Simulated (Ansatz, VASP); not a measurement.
# InAuC4N4: VASP beside Ansatz

```
In C Au N
1.0
     6.37456    0.00000    0.00000
     0.00000    6.37456    0.00000
     0.00000    0.00000    6.37456
In C Au N
1 4 1 4
Cartesian
  0.0000 0.0000 0.0000
  1.2484 1.2484 1.2484
  1.2484 5.1262 5.1262
  5.1262 1.2484 5.1262
  5.1262 5.1262 1.2484
  3.1873 3.1873 3.1873
  1.9195 1.9195 1.9195
  1.9195 4.4550 4.4550
  4.4550 1.9195 4.4550
  4.4550 4.4550 1.9195
```

Alike in both runs: functional PBE; k mesh 4 × 4 × 4; occupations gaussian, width 0.02 eV; no spin polarisation.

Ansatz relaxed the structure, and its values are those at the end. VASP's run is a single point on that final structure, the one shown.

|  | VASP | Ansatz |
| --- | --- | --- |
| version | VASP 6.6.1 | Ansatz 0.2.0 |
| potentials or method | VASP PAW PBE potentials, release 64 (In_d, C, Au, N), cutoff 520 eV | scalar-relativistic, plane waves, PAW |
| valence electrons in the cell | 60 | 68 |

|  | VASP | Ansatz | Ansatz less VASP |
| --- | --- | --- | --- |
| gap on the k mesh at the Fermi level (eV) | 3.69 | 3.69 | -0.001 |
| least direct gap on the mesh (eV) | 3.72 | 3.72 | 0.000 |
| pressure (GPa) | 0.3 | 0.0 | -0.27 |
| rms of the force components (eV/Å) | 0.221 | 0.005 | -0.2162 |

One of these differences is far larger than is usual between the two programs; its cause wasn't traced. The functional is the same, so the differences come from potentials, cutoffs and numerics. VASP's potentials hold 60 valence electrons a cell and Ansatz's 68, so a difference there can come from the potentials and not from the codes.

Neither program's run includes spin-orbit coupling. Noted on VASP's run: the standard files for N, O and F lose accuracy on very short bonds.
